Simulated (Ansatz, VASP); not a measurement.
LiCl: VASP beside Ansatz

```xyz
2
Lattice="0.0000 2.5648 2.5648 2.5648 0.0000 2.5648 2.5648 2.5648 0.0000" Properties=species:S:1:pos:R:3 pbc="T T T"
Cl    2.5648    2.5648    2.5648
Li    0.0000    0.0000    0.0000
```

Alike in both runs: task relaxation of cell and atoms; functional PBEsol; dispersion D3(BJ); k mesh 9 × 9 × 9; occupations fermi-dirac, width 0.05 eV; no spin polarisation.

|  | VASP | Ansatz |
| --- | --- | --- |
| version | VASP 6.6.1 | Ansatz 0.2.0 |
| potentials or method | VASP PAW PBE potentials, release 64 (Cl, Li_sv), cutoff 600 eV | all-electron LAPW, scalar-relativistic |

```csv
,VASP,Ansatz,Ansatz less VASP
relaxed volume (Å³/atom),15.35,15.37,+0.024
relaxed cell length with the largest relative difference (Å),3.515,3.516,+0.0018
```

VASP's potentials were made for PBE, not for PBEsol. Ansatz ran all-electron here, and VASP with PAW potentials.

Noted on VASP's run: the cutoff is short for stress, so the pressure is rough.
